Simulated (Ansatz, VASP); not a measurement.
# MgO: VASP beside Ansatz

```
CELL_PARAMETERS angstrom
2.90899 0.00000 0.00000
-1.45450 2.51926 0.00000
0.00000 0.00000 2.65724
ATOMIC_POSITIONS crystal
Mg 0.00000 0.00000 0.00000
O 0.33333 0.66667 0.50000
```

Alike in both runs: functional PBEsol; k mesh 12 × 12 × 8; no spin polarisation.

Ansatz relaxed the structure, and its values are those at the end. VASP's run is a single point on that final structure, the one shown.

```csv
,VASP,Ansatz
version,VASP 6.6.1,Ansatz 0.2.0
potentials or method,"VASP PAW PBE potentials, release 64 (Mg, O)","plane waves, PAW"
plane-wave cutoff (eV),600,420
occupations,"gaussian, width 0.01 eV",fixed
valence electrons in the cell,8,16
```

Ansatz gave:

* pressure (GPa): 0.0

Problem. Estimate VASP's values.

Solution. Pressure (GPa): -0.6.

VASP's potentials were made for PBE, not for PBEsol. VASP's potentials hold 8 valence electrons a cell and Ansatz's 16, so a difference there can come from the potentials and not from the codes.
